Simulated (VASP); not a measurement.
# Si11GeS24 (a cell with a defect) in VASP: single point with PBE

Aim: the single point of Si11GeS24 (a cell with a defect) with PBE.

All numbers are computed with VASP 6.6.1; they aren't measurements. Logs are shortened: lines on timing, memory, paths and dates and some standing lists are left out, and cuts for length are marked.

## Step 1: The cell of the first run

The cell holds a defect, 36 atoms: a = 9.994 Å, b = 11.048 Å, c = 12.365 Å, α = 116.12°, β = 97.52°, γ = 123.56°.

## Step 2: Single point, PBE

INCAR reads:

```
SYSTEM = Si11GeS24
  ALGO = Normal
  EDIFF = 1E-6
  ENCUT = 520
  GGA = PE
  ISIF = 2
  ISMEAR = -1
  LASPH = .TRUE.
  LCHARG = .TRUE.
  LELF = .TRUE.
  LREAL = Auto
  LUSENCCL = .FALSE.
  LVHAR = .TRUE.
  LWAVE = .FALSE.
  NBANDS = 125
  NELM = 100
  PREC = Accurate
  SIGMA = 0.01
```

KPOINTS reads:

```
k-points
0
G
  3 3 2
  0 0 0
```

POSCAR reads:

```
Si11GeS24
1.0
   -2.7820000000      4.7725000000      8.3280000000
    5.5640000000     -9.5450000000      0.0000000000
    5.5640000000      9.5450000000     -5.5520000000
Ge Si S
1 11 24
Direct
    0.5000000000      0.2500000000      0.0000000000
    0.5000000000      0.2500000000      0.5000000000
    0.8333333333      0.9166666667      0.0000000000
    0.8333333333      0.9166666667      0.5000000000
    0.1666666667      0.5833333333      0.0000000000
    0.1666666667      0.5833333333      0.5000000000
    0.1666666667      0.0833333333      0.0000000000
    0.1666666667      0.0833333333      0.5000000000
    0.5000000000      0.7500000000      0.0000000000
    0.5000000000      0.7500000000      0.5000000000
    0.8333333333      0.4166666667      0.0000000000
    0.8333333333      0.4166666667      0.5000000000
    0.1090000000      0.0998000000      0.1635000000
    0.1090000000      0.0998000000      0.6635000000
    0.4423333333      0.7664666667      0.1635000000
    0.4423333333      0.7664666667      0.6635000000
    0.7756666667      0.4331333333      0.1635000000
    0.7756666667      0.4331333333      0.6635000000
    0.5576666667      0.2335333333      0.3365000000
    0.5576666667      0.2335333333      0.8365000000
    0.8910000000      0.9002000000      0.3365000000
    0.8910000000      0.9002000000      0.8365000000
    0.2243333333      0.5668666667      0.3365000000
    0.2243333333      0.5668666667      0.8365000000
    0.3031333333      0.9880666667      0.4547000000
    0.3031333333      0.9880666667      0.9547000000
    0.6364666667      0.6547333333      0.4547000000
    0.6364666667      0.6547333333      0.9547000000
    0.9698000000      0.3214000000      0.4547000000
    0.9698000000      0.3214000000      0.9547000000
    0.3635333333      0.3452666667      0.0453000000
    0.3635333333      0.3452666667      0.5453000000
    0.6968666667      0.0119333333      0.0453000000
    0.6968666667      0.0119333333      0.5453000000
    0.0302000000      0.6786000000      0.0453000000
    0.0302000000      0.6786000000      0.5453000000
```

Potentials or basis: VASP PAW PBE potentials, release 64 (Ge_d, Si, S).

Command:

```bash
> cat potpaw_PBE.64/Ge_d/POTCAR potpaw_PBE.64/Si/POTCAR potpaw_PBE.64/S/POTCAR > POTCAR
> mpirun -np 1 vasp_std > vasp.out
```

OUTCAR:

```text
SYSTEM = Si11GeS24
   EDIFF = 1E-6
   ENCUT = 520
   GGA = PE
   ISIF = 2
   ISMEAR = -1
   LASPH = .TRUE.
   LREAL = Auto
   NELM = 100
   PREC = Accurate

 ion  position               nearest neighbor table
   1  0.500  0.250  0.000-  26 2.13  20 2.13  17 2.13  31 2.13   7 2.78  11 2.78
   2  0.500  0.250  0.500-  25 2.13  19 2.13  18 2.13  32 2.13   8 2.78  12 2.78
   3  0.833  0.917  0.000-  33 2.13  22 2.13  13 2.13  28 2.13   9 2.78   7 2.78
   4  0.833  0.917  0.500-  34 2.13  21 2.13  14 2.13  27 2.13  10 2.78   8 2.78
   5  0.167  0.583  0.000-  15 2.13  30 2.13  24 2.13  35 2.13   9 2.78  11 2.78
   6  0.167  0.583  0.500-  16 2.13  29 2.13  23 2.13  36 2.13  10 2.78  12 2.78
   7  0.167  0.083  0.000-  26 2.13  13 2.13  22 2.13  31 2.13   1 2.78   3 2.78
   8  0.167  0.083  0.500-  25 2.13  14 2.13  21 2.13  32 2.13   2 2.78   4 2.78
   9  0.500  0.750  0.000-  33 2.13  15 2.13  24 2.13  28 2.13   3 2.78   5 2.78
  10  0.500  0.750  0.500-  34 2.13  16 2.13  23 2.13  27 2.13   4 2.78   6 2.78
  11  0.833  0.417  0.000-  20 2.13  35 2.13  17 2.13  30 2.13   1 2.78   5 2.78
  12  0.833  0.417  0.500-  19 2.13  36 2.13  18 2.13  29 2.13   2 2.78   6 2.78
  13  0.109  0.100  0.163-   7 2.13   3 2.13
  14  0.109  0.100  0.663-   8 2.13   4 2.13
  15  0.442  0.766  0.163-   5 2.13   9 2.13
  16  0.442  0.766  0.663-   6 2.13  10 2.13
  17  0.776  0.433  0.163-  11 2.13   1 2.13
[... 17 lines left out ...]
  35  0.030  0.679  0.045-  11 2.13   5 2.13
  36  0.030  0.679  0.545-  12 2.13   6 2.13

  LATTYP: Found a triclinic cell.
 ALAT       =    22.9380522277
 B/A-ratio  =     0.6853418487
 C/A-ratio  =     0.8815810452
 COS(alpha) =     0.0020980567
 COS(beta)  =     0.5012836061
 COS(gamma) =     0.8577870751

  Lattice vectors:

 A1 = (  22.2560000000,   0.0000000000,   5.5520000000)
 A2 = (  11.1280000000,   0.0000000000,  11.1040000000)
 A3 = (  13.9100000000,  -4.7725000000, -13.8800000000)

Analysis of symmetry for initial positions (statically):
=====================================================================
 Subroutine PRICEL returns:
 Original cell was already a primitive cell.

 Routine SETGRP: Setting up the symmetry group for a
 triclinic supercell.

 Subroutine GETGRP returns: Found  1 space group operations
 (whereof  1 operations were pure point group operations)
 out of a pool of  2 trial point group operations.

The static configuration has the point symmetry C_1 .

Analysis of symmetry for dynamics (positions and initial velocities):
=====================================================================
 Subroutine PRICEL returns:
 Original cell was already a primitive cell.
[... 162 lines left out ...]
   LREAL  =      T    real-space projection
   EDIFFG = 0.1E-04   stopping-criterion for IOM
   NSW    =      0    number of steps for IOM
[... 5 lines left out ...]
   TEBEG  =    0.0;   TEEND  =   0.0 temperature during run
   PSTRESS=    0.0 pullay stress
   NELECT =     202.0000    total number of electrons
   NUPDOWN=      -1.0000    fix difference up-down
   EMIN   =  10.00;   EMAX   =-10.00  energy-range for DOS
   EFERMI =   0.00;   METHOD = LEGACY
   ISMEAR =    -1;   SIGMA  =   0.01  broadening in eV -4-tet -1-fermi 0-gaus
   EFERMI_NEDOS =   21; number of points for ismear=-14 and -15
   IALGO  =     38    algorithm
   IMIX   =      4    mixing-type and parameters
     AMIX     =   0.40;   BMIX     =  1.00
     AMIX_MAG =   1.60;   BMIX_MAG =  1.00
  volume/ion in A,a.u.               =      24.57       165.82
  Fermi-wavevector in a.u.,A,eV,Ry     =   1.000647  1.890948 13.623425  1.001294
  Thomas-Fermi vector in A             =   2.133017
   LORBIT       =      0    0 simple, 1 ext, 2 COOP (PROOUT), +10 PAW based schemes
   GGA     = PE    functional components
   LHFCALC =     F    Hartree Fock is set to
   AEXX    =    0.0000 exact exchange contribution
   IVDW    =     0    specifies the selected vdW correction
   LEPSILON=     F    determine dielectric tensor
   LRPA    =     F    only Hartree local field effects (RPA)
 non-spin polarized calculation
  energy-cutoff  :      520.00
  volume of cell :      884.57
 maximum number of plane-waves:     23861
 NGX is ok and might be reduce to    80
   NGX = 37   NGY = 41   NGZ = 45

 number of electron     201.9999999 magnetization

 Free energy of the ion-electron system (eV)
  ---------------------------------------------------
  ext. energy  EPLUGINS =         0.00000000
  ---------------------------------------------------
  free energy    TOTEN  =      -185.43771244 eV

  energy without entropy =     -185.43771244  energy(sigma->0) =     -185.43771244

 E-fermi :   2.4096     XC(G=0):  -8.2867

 val. band max:        2.1671849015   @ k =   0.3333   0.3333   0.5000
 cond. band min:       4.9522322350   @ k =   0.3333   0.0000   0.0000
 fundamental gap:      2.7850473335
 Fermi energy:         2.4095571569

 k-point     1 :       0.0000    0.0000    0.0000
  band No.  band energies     occupation
      1     -22.2902      2.00000
      2     -22.2870      2.00000
      3     -22.2508      2.00000
      4     -22.2345      2.00000
      5     -22.1854      2.00000
      6     -12.5836      2.00000
[... 1149 lines left out ...]
    112       6.4430      0.00000
    113       6.5698      0.00000
 [bands above 113 left out]

------------------------ aborting loop because EDIFF is reached ----------------------------------------

  FORCE on cell =-STRESS in cart. coord.  units (eV):
  Direction    XX          YY          ZZ          XY          YZ          ZX
  --------------------------------------------------------------------------------------
  -------------------------------------------------------------------------------------
  Total       16.3674533     16.0909231     17.2766294      0.0049771     -0.0003301      0.0055426
  in kB       29.6454419     29.1445783     31.2921809      0.0090147     -0.0005979      0.0100390
  external PRESSURE =      30.0274004 kB  Pullay stress =       0.0000000 kB

 VOLUME and BASIS-vectors are now :
 -----------------------------------------------------------------------------
  energy-cutoff  :      520.00
  volume of cell :      884.57
      direct lattice vectors                 reciprocal lattice vectors
    -2.782000000  4.772500000  8.328000000     0.059908938  0.034922298  0.120076849
     5.564000000 -9.545000000  0.000000000     0.119817877 -0.034922298  0.060038425
     5.564000000  9.545000000 -5.552000000     0.089863408  0.052383447  0.000000000

 POSITION                                       TOTAL-FORCE (eV/Angst)
 -----------------------------------------------------------------------------------
      0.00000      0.00000      4.16400        -0.000104     -0.000024     -0.000563
      2.78200      4.77250      1.38800         0.003682      0.002589     -0.004725
      2.78200     -4.77250      6.94000        -0.000525     -0.000337      0.017297
      5.56400     -0.00000      4.16400        -0.002711     -0.001588     -0.004866
      2.78200     -4.77250      1.38800         0.000607      0.000419     -0.007527
      5.56400      0.00000     -1.38800        -0.000763     -0.000604     -0.000400
[... 28 lines left out ...]
      3.94376     -5.90072      0.00000         0.175825     -0.158361      0.019077
      6.72576     -1.12822     -2.77600         0.174739     -0.158953      0.001483
 -----------------------------------------------------------------------------------
    total drift:                               -0.000214     -0.000361     -0.000087

  FREE ENERGIE OF THE ION-ELECTRON SYSTEM (eV)
  ---------------------------------------------------
  free  energy   TOTEN  =      -185.4377124389 eV

  energy  without entropy=     -185.4377124389  energy(sigma->0) =     -185.43771244
```

OSZICAR:

```text
N       E                     dE             d eps       ncg     rms          rms(c)
DAV:   1     0.145565908194E+04    0.14557E+04   -0.79860E+04  2500   0.153E+03
DAV:   2     0.339711432468E+02   -0.14217E+04   -0.13442E+04  2932   0.284E+02
DAV:   3    -0.178545028643E+03   -0.21252E+03   -0.20854E+03  2854   0.138E+02
DAV:   4    -0.191012097373E+03   -0.12467E+02   -0.12345E+02  3160   0.379E+01
DAV:   5    -0.191511558104E+03   -0.49946E+00   -0.49793E+00  3456   0.666E+00    0.454E+01
DAV:   6    -0.186192071384E+03    0.53195E+01   -0.90303E+00  3200   0.720E+00    0.266E+01
DAV:   7    -0.185511123325E+03    0.68095E+00   -0.80433E+00  2920   0.603E+00    0.608E+00
DAV:   8    -0.185444195388E+03    0.66928E-01   -0.97804E-01  3016   0.274E+00    0.232E+00
DAV:   9    -0.185439507038E+03    0.46884E-02   -0.43986E-02  3648   0.767E-01    0.124E+00
DAV:  10    -0.185437497321E+03    0.20097E-02   -0.20798E-02  3088   0.350E-01    0.213E-01
DAV:  11    -0.185437622235E+03   -0.12491E-03   -0.17143E-03  3072   0.130E-01    0.272E-01
DAV:  12    -0.185437606456E+03    0.15779E-04   -0.18918E-04  2992   0.329E-02    0.697E-02
DAV:  13    -0.185437704349E+03   -0.97893E-04   -0.13469E-04  2872   0.303E-02    0.165E-02
DAV:  14    -0.185437711515E+03   -0.71660E-05   -0.91069E-06  3032   0.856E-03    0.623E-03
DAV:  15    -0.185437712439E+03   -0.92409E-06   -0.21331E-06  2256   0.442E-03
   1 F= -.18543771E+03 E0= -.18543771E+03  d E =-.168697E-11
```

Run time: 4.7 min. Hardware: 1 × NVIDIA H100 80GB with 1 thread of AMD EPYC 7R13 (Zen 3), shared host; peak memory 2.3 GiB.

What came out:

| Quantity | Value |
| --- | --- |
| Free energy | -185.4377 eV |
| Pressure | 3.0 GPa |
| Largest force | 1.726 eV/Å |
| Band gap on the k mesh | 2.79 eV |

Forces in eV/Å, atoms in the order of the input:
```
Ge   0.000  0.000 -0.001
Si   0.004  0.003 -0.005
Si  -0.001  0.000  0.017
Si  -0.003 -0.002 -0.005
Si   0.001  0.000 -0.008
Si  -0.001 -0.001  0.000
Si   0.001  0.000 -0.208
Si  -0.002  0.000  0.006
Si   0.000  0.000 -0.011
Si   0.000 -0.002 -0.001
Si  -0.001  0.000  0.211
Si   0.001  0.002  0.004
S    0.174  0.155 -0.020
S    0.177  0.157  0.001
S    0.176  0.157  0.005
S    0.174  0.158  0.001
S    0.981  0.945  1.060
S    0.173  0.157 -0.001
S   -0.178 -0.158  0.001
S   -0.982 -0.944  1.058
S   -0.171 -0.156  0.001
S   -0.174 -0.155 -0.017
S   -0.175 -0.158 -0.002
S   -0.176 -0.158  0.003
S   -0.175  0.155  0.000
S   -0.981  0.943 -1.060
S   -0.174  0.157  0.003
S   -0.176  0.157 -0.002
S   -0.175  0.157 -0.002
S   -0.176  0.158  0.017
S    0.982 -0.943 -1.061
S    0.175 -0.156 -0.002
S    0.176 -0.157 -0.003
S    0.174 -0.155  0.002
S    0.176 -0.158  0.019
S    0.175 -0.159  0.001
```

Levels at points of the mesh, in eV from the valence-band top:
```csv
k point,band 98,band 99,band 100,band 101,band 102,band 103,band 104,band 105
"(0.00, 0.00, 0.00)",-0.55,-0.45,-0.43,-0.04,2.96,3.08,3.19,3.25
"(0.00, 0.00, 0.50)",-0.45,-0.42,-0.25,-0.24,2.89,3.00,3.21,3.28
```
